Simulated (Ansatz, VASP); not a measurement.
**BiN: VASP beside Ansatz**

```xyz
2
Lattice="0.0000 2.5727 2.5727 2.5727 0.0000 2.5727 2.5727 2.5727 0.0000" Properties=species:S:1:pos:R:3 pbc="T T T"
Bi    0.0000    0.0000    0.0000
N     2.5727    2.5727    2.5727
```

Change from the starting cell: species swapped into the HfC type (Fm-3m, No. 225).

Alike in both runs: functional PBE; k mesh 12 × 12 × 12; occupations gaussian, width 0.01 eV; no spin polarisation.

Ansatz relaxed the structure, and its values are those at the end. VASP's run is a single point on that final structure, the one shown.

```csv
,VASP,Ansatz
version,VASP 6.6.1,Ansatz 0.2.0
potentials or method,"VASP PAW PBE potentials, release 64 (Bi_d, N), cutoff 520 eV","scalar-relativistic, plane waves, PAW"
valence electrons in the cell,20,20
```

```csv
,VASP,Ansatz,Ansatz less VASP
gap on the k mesh at the Fermi level (eV),0.17,0.17,+0.003
least direct gap on the mesh (eV),0.27,0.27,+0.007
pressure (GPa),0.0,0.0,0.00
```

Spin-orbit coupling is off throughout.
